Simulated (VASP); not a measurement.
# MgO (P6_3mc) in VASP: notebook, part 2 of 2

VASP 6.6.1. The steps go on from the part before.

**4. Relaxation of cell and atoms, PBEsol, target pressure 30 GPa, at which the enthalpy is minimised**

Input file INCAR:

```
SYSTEM = MgO
ALGO     = Normal         ! electronic algorithm
EDIFF    = 1E-6           ! SCF threshold, eV
EDIFFG   = -0.01          ! ionic threshold
ENCUT    = 600            ! plane-wave cutoff, eV
GGA      = PS             ! functional
IBRION   = 2              ! ionic algorithm
ISIF     = 3              ! what is computed and relaxed
ISMEAR   = 0              ! smearing method
LASPH    = .True.         ! aspherical terms in the spheres
LCHARG   = .False.        ! write CHGCAR
LREAL    = .False.        ! projectors in reciprocal space
LWAVE    = .False.        ! write WAVECAR
NELM     = 60             ! most SCF steps
NSW      = 80             ! ionic steps
PREC     = Accurate       ! precision mode
PSTRESS  = 300.0        
SIGMA    = 0.01           ! smearing width, eV
```

Input file KPOINTS:

```
k-points
0
Gamma
  8 8 5
  0 0 0
```

Input file POSCAR:

```
MgO
1.0
    3.3077869900      0.0000000000      0.0000000000
   -1.6538934900      2.8646275600      0.0000000000
    0.0000000000      0.0000000000      4.9828816700
Mg O
2 2
Direct
    0.3333333286      0.6666666713      0.0021597402
    0.6666666684      0.3333333287      0.5021597392
    0.3333333286      0.6666666713      0.4024402590
    0.6666666684      0.3333333287      0.9024402600
```

Launch:

```
$ cat potpaw_PBE.64/Mg/POTCAR potpaw_PBE.64/O/POTCAR > POTCAR
$ mpirun -np 1 vasp_std > vasp.out
```

Run time: 8.7 min. Hardware: 1 thread of Intel Xeon 8259CL, shared host; peak memory 0.2 GiB.

It converged, with:

| Item | Value |
| --- | --- |
| Free energy | -24.2328 eV |
| Relaxed volume | 9.40 Å³/atom |
| Relaxed cell | a = 3.300 Å, b = 3.300 Å, c = 3.986 Å, α = 90.00°, β = 90.00°, γ = 120.00° |
| Space group after relaxing (to 0.1 Å) | P6_3/mmc (No. 194) |
| Energy change on relaxing (the run minimises the enthalpy) | +80.7 meV/atom |
| Ionic steps | 31 |
| Pressure after relaxing | 30.0 GPa |
| Band gap on the k mesh | 4.13 eV |

Stress tensor (GPa, compression positive):
```
30.04  0.00  0.00
 0.00 30.04  0.00
 0.00  0.00 29.90
```

The path:
```csv
step,energy change (eV),largest force (eV/Å),pressure (GPa),volume (Å³)
1,0.0000,0.0096,-0.15,47.22
2,2.6822,0.5194,84.92,33.61
3,0.5576,0.1908,28.71,40.00
4,0.5910,0.1976,29.80,39.82
5,0.6173,0.2031,30.64,39.68
6,0.6156,0.2671,30.64,39.59
7,0.6042,0.5098,30.48,39.31
8,0.5459,1.1194,30.10,38.62
9,0.8102,0.9976,40.74,36.74
10,0.5523,1.7153,31.80,37.96
11,0.5911,1.7376,34.54,37.38
12,0.6464,1.6145,36.44,37.14
13,0.6233,1.6697,35.69,37.23
14,0.6222,1.6467,35.73,37.22
15,0.6200,1.5763,35.79,37.21
16,0.6200,1.4247,35.97,37.18
17,0.6219,1.3516,36.10,37.17
18,0.6140,1.3305,35.93,37.18
19,0.5907,1.2677,35.45,37.22
20,0.5465,1.1481,34.51,37.30
21,0.4674,0.9310,32.77,37.45
22,0.3422,0.5757,29.72,37.76
23,0.1963,0.1196,25.27,38.35
24,0.2138,0.1790,25.96,38.24
25,0.2177,0.1917,26.08,38.22
26,0.2402,0.1697,26.94,38.08
27,0.3127,0.1021,29.62,37.66
28,0.3354,0.0819,30.41,37.54
29,0.3326,0.0641,30.32,37.55
30,0.3245,0.0108,30.05,37.59
31,0.3228,0.0010,29.99,37.60
```

Final structure:
```
Mg O
1.0
     3.30033    0.00000    0.00000
    -1.65016    2.85817    0.00000
     0.00000    0.00000    3.98587
Mg O
2 2
Direct
  0.33333 0.66667 0.95229
  0.66667 0.33333 0.45229
  0.33333 0.66667 0.45231
  0.66667 0.33333 0.95231
```

Levels at points of the mesh, in eV from the valence-band top:
| k point | band 6 | band 7 | band 8 | band 9 | band 10 | band 11 |
| --- | --- | --- | --- | --- | --- | --- |
| (0.00, 0.00, 0.00) | -1.06 | -1.06 | 0.00 | 4.13 | 10.67 | 13.31 |
| (0.50, 0.00, 0.00) | -2.28 | -1.59 | -0.66 | 7.31 | 10.05 | 10.66 |

Caveat: the cell is relaxed towards a set pressure, so the run minimises the enthalpy, not the energy; the volume moved by over 15 % at a fixed basis, so the end points are rough; the PAW data sets were made with another functional, which shifts forces and pressure a little.

**5. Relaxation of cell and atoms, PBEsol, target pressure 40 GPa, at which the enthalpy is minimised**

Input file INCAR:

```
SYSTEM = MgO
PREC = Accurate
ENCUT = 600
EDIFF = 1E-6
ISMEAR = 0
SIGMA = 0.01
LREAL = .FALSE.
LASPH = .TRUE.
NELM = 80
ALGO = Normal
ISIF = 3
LWAVE = .FALSE.
LCHARG = .FALSE.
GGA = PS
IBRION = 2
NSW = 80
EDIFFG = -0.01
PSTRESS = 400.0
```

Input file KPOINTS:

```
Automatic mesh
0
G
  8 8 5
  0 0 0
```

POSCAR is that of step 4.

Launch:

```
$ cat potpaw_PBE.64/Mg/POTCAR potpaw_PBE.64/O/POTCAR > POTCAR
$ mpirun -np 1 vasp_std > vasp.out
```

It took 9.4 min on 1 thread of Intel Xeon 8259CL, shared host; peak memory 0.2 GiB.

The run converged. Its results:

```yaml
Free_energy: -23.9320 eV
Relaxed_volume: 9.05 Å³/atom
Relaxed_cell: a = 3.258 Å, b = 3.258 Å, c = 3.939 Å, α = 90.00°, β = 90.00°, γ = 120.00°
Space_group_after_relaxing_to_0.1_Å: P6_3/mmc (No. 194)
Energy_change_on_relaxing_the_run_minimises_the_enthalpy: +155.9 meV/atom
Ionic_steps: 33
Pressure_after_relaxing: 40.0 GPa
Band_gap_on_the_k_mesh: 4.33 eV
```

Stress tensor (GPa, compression positive):
```
40.04  0.00  0.00
 0.00 40.04  0.00
 0.00  0.00 39.83
```

Step by step:
| step | energy change (eV) | largest force (eV/Å) | pressure (GPa) | volume (Å³) |
| --- | --- | --- | --- | --- |
| 1 | 0.0000 | 0.0096 | -0.15 | 47.22 |
| 2 | 5.4270 | 0.8446 | 148.62 | 29.75 |
| 3 | 0.8155 | 0.2398 | 36.70 | 38.73 |
| 4 | 0.9033 | 0.2556 | 39.29 | 38.36 |
| 5 | 0.9443 | 0.2628 | 40.45 | 38.20 |
| 6 | 0.9389 | 0.3557 | 40.40 | 38.10 |
| 7 | 0.9085 | 0.7138 | 40.01 | 37.76 |
| 8 | 0.7986 | 1.5128 | 39.73 | 36.90 |
| 9 | 2.9279 | 3.2462 | 80.02 | 34.37 |
| 10 | 0.9580 | 2.3007 | 42.56 | 36.68 |
| 11 | 1.1616 | 2.0988 | 50.12 | 35.64 |
| 12 | 1.0340 | 2.4129 | 46.40 | 36.00 |
| 13 | 1.0768 | 2.3229 | 47.77 | 35.85 |
| 14 | 1.0756 | 2.2975 | 47.78 | 35.85 |
| 15 | 1.0725 | 2.2225 | 47.83 | 35.83 |
| 16 | 1.0705 | 2.0634 | 47.99 | 35.81 |
| 17 | 1.0845 | 1.6993 | 48.60 | 35.76 |
| 18 | 1.0741 | 1.9042 | 48.23 | 35.79 |
| 19 | 1.0642 | 1.8798 | 48.05 | 35.80 |
| 20 | 1.0351 | 1.8070 | 47.50 | 35.83 |
| 21 | 0.9794 | 1.6671 | 46.44 | 35.90 |
| 22 | 0.8782 | 1.4102 | 44.46 | 36.03 |
| 23 | 0.7123 | 0.9776 | 40.98 | 36.29 |
| 24 | 0.4997 | 0.3812 | 35.79 | 36.80 |
| 25 | 0.4784 | 0.3161 | 35.10 | 36.88 |
| 26 | 0.4731 | 0.2995 | 34.94 | 36.90 |
| 27 | 0.5033 | 0.2710 | 35.97 | 36.75 |
| 28 | 0.6002 | 0.1826 | 39.18 | 36.32 |
| 29 | 0.8236 | 0.0106 | 46.10 | 35.47 |
| 30 | 0.6517 | 0.1382 | 40.77 | 36.11 |
| 31 | 0.6452 | 0.1073 | 40.61 | 36.13 |
| 32 | 0.6267 | 0.0148 | 40.06 | 36.20 |
| 33 | 0.6236 | 0.0013 | 39.97 | 36.21 |

Final structure:
```
Mg O
1.0
     3.25836    0.00000    0.00000
    -1.62918    2.82183    0.00000
     0.00000    0.00000    3.93872
Mg O
2 2
Direct
  0.33333 0.66667 0.95229
  0.66667 0.33333 0.45229
  0.33333 0.66667 0.45231
  0.66667 0.33333 0.95231
```

Levels at points of the mesh, in eV from the valence-band top:
| k point | band 5 | band 6 | band 7 | band 8 | band 9 | band 10 | band 11 | band 12 |
| --- | --- | --- | --- | --- | --- | --- | --- | --- |
| (0.00, 0.00, 0.00) | -2.17 | -1.13 | -1.13 | 0.00 | 4.33 | 10.99 | 13.62 | 13.85 |
| (0.50, 0.00, 0.00) | -2.86 | -2.36 | -1.66 | -0.69 | 7.41 | 10.13 | 11.09 | 13.50 |

Caveat: the cell is relaxed towards a set pressure, so the run minimises the enthalpy, not the energy; the volume moved by over 15 % at a fixed basis, so the end points are rough; the PAW data sets were made with another functional, which shifts forces and pressure a little.

**6. Summary**

```csv
cell,gap on the mesh (eV),pressure (GPa)
relaxed to 10 GPa,3.62,10.1
relaxed to 20 GPa,3.90,20.1
relaxed to 30 GPa,4.13,30.0
relaxed to 40 GPa,4.33,40.0
```

Alike in all rows: task relaxation of cell and atoms; level PBEsol; potentials or basis VASP PAW PBE potentials, release 64 (Mg, O); no spin polarisation; k mesh 8 × 8 × 5; cutoff (eV) 600; smearing gaussian 0.01 eV.

Caveats: the cell is relaxed towards a set pressure, so the run minimises the enthalpy, not the energy; the PAW data sets were made with another functional, which shifts forces and pressure a little; the volume moved by over 15 % at a fixed basis, so the end points are rough (at least some runs); a cell axis changed by over 15 % at a fixed basis, so the end point is rough (at least some runs).

Absolute energies hang on the potentials; compare differences alone.
